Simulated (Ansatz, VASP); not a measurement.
**Two plane-wave programs on La7ScO12**

File INCAR:

```
SYSTEM = La7ScO12
  PREC = Accurate
  ENCUT = 520
  EDIFF = 1E-7
  ISMEAR = 0
  SIGMA = 0.02
  LREAL = .FALSE.
  LASPH = .TRUE.
  NELM = 200
  ALGO = Normal
  ISIF = 2
  LWAVE = .FALSE.
  LCHARG = .FALSE.
  GGA = PS
  IBRION = 2
  NSW = 60
  EDIFFG = -0.02
  GGA_COMPAT = .FALSE.
  NELMIN = 4
  LMAXMIX = 6
  KPAR = 4
```

The input KPOINTS:

```
Automatic mesh
0
G
  3 3 2
  0 0 0
```

The input POSCAR:

```
La7ScO12
1.0
   12.5335605600      0.0000000000      0.0000000000
   -3.1333901400      5.4271909200      0.0000000000
    0.0000000000      0.0000000000      6.5995320000
La Sc O
7 1 12
Direct
    0.1666666667      0.6666666667      0.2500000000
    0.1666666667      0.6666666667      0.7500000000
    0.3333333333      0.3333333333      0.7500000000
    0.6666666667      0.6666666667      0.2500000000
    0.8333333333      0.3333333333      0.2500000000
    0.6666666667      0.6666666667      0.7500000000
    0.8333333333      0.3333333333      0.7500000000
    0.3333333333      0.3333333333      0.2500000000
    0.2459930000      0.4919860000      0.0000000000
    0.0000000000      0.5080140000      0.0000000000
    0.2540070000      0.0000000000      0.0000000000
    0.2459930000      0.4919860000      0.5000000000
    0.0000000000      0.5080140000      0.5000000000
    0.2540070000      0.0000000000      0.5000000000
    0.7459930000      0.4919860000      0.0000000000
    0.5000000000      0.5080140000      0.0000000000
    0.7540070000      0.0000000000      0.0000000000
    0.7459930000      0.4919860000      0.5000000000
    0.5000000000      0.5080140000      0.5000000000
    0.7540070000      0.0000000000      0.5000000000
```

Input for Ansatz:

```yaml
crystal:
  lattice:
    - [6.26678028, 0.0, 0.0]
    - [-3.13339014, 5.42719092, 0.0]
    - [0.0, 0.0, 3.299766]
  atoms:
    - { symbol: La, position: [0.3333333333333333, 0.6666666666666666, 0.5] }
    - { symbol: La, position: [0.6666666666666666, 0.3333333333333333, 0.5] }
    - { symbol: O, position: [0.491986, 0.491986, 0.0] }
    - { symbol: O, position: [0.0, 0.508014, 0.0] }
    - { symbol: O, position: [0.508014, 0.0, 0.0] }
  supercell: [2, 1, 2]
  defects:
    - { substitution: { at: 1, symbol: Sc } }
basis:
  ecutwfc: 420.0
kpoints:
  mp_grid:
    grid: [3, 3, 2]
hamiltonian:
  xc: pbesol
scf:
  convergence:
    dr2_threshold: 1.0e-09
  occupations:
    method: gaussian
    width: 0.02
relax:
  f_tol: 0.02
  max_steps: 40
output:
  eigenvalues: true
```

Alike in both runs: task relaxation of the atoms; functional PBEsol; k mesh 3 × 3 × 2; occupations gaussian, width 0.02 eV; no spin polarisation.

|  | VASP | Ansatz |
| --- | --- | --- |
| version | VASP 6.6.1 | Ansatz 0.2.0 |
| potentials or method | VASP PAW PBE potentials, release 64 (La, Sc_sv, O), cutoff 520 eV | plane waves, PAW |
| valence electrons in the cell | 160 | 160 |

Ansatz gave:

- gap on the k mesh at the Fermi level, each at its own relaxed structure (eV): 1.66

Problem. Estimate VASP's values.

Solution. gap on the k mesh at the Fermi level, each at its own relaxed structure (eV): 1.65.

VASP's potentials were made for PBE, not for PBEsol.

The k mesh is coarse, so the values compare programs but aren't converged. Neither program's run includes spin-orbit coupling.
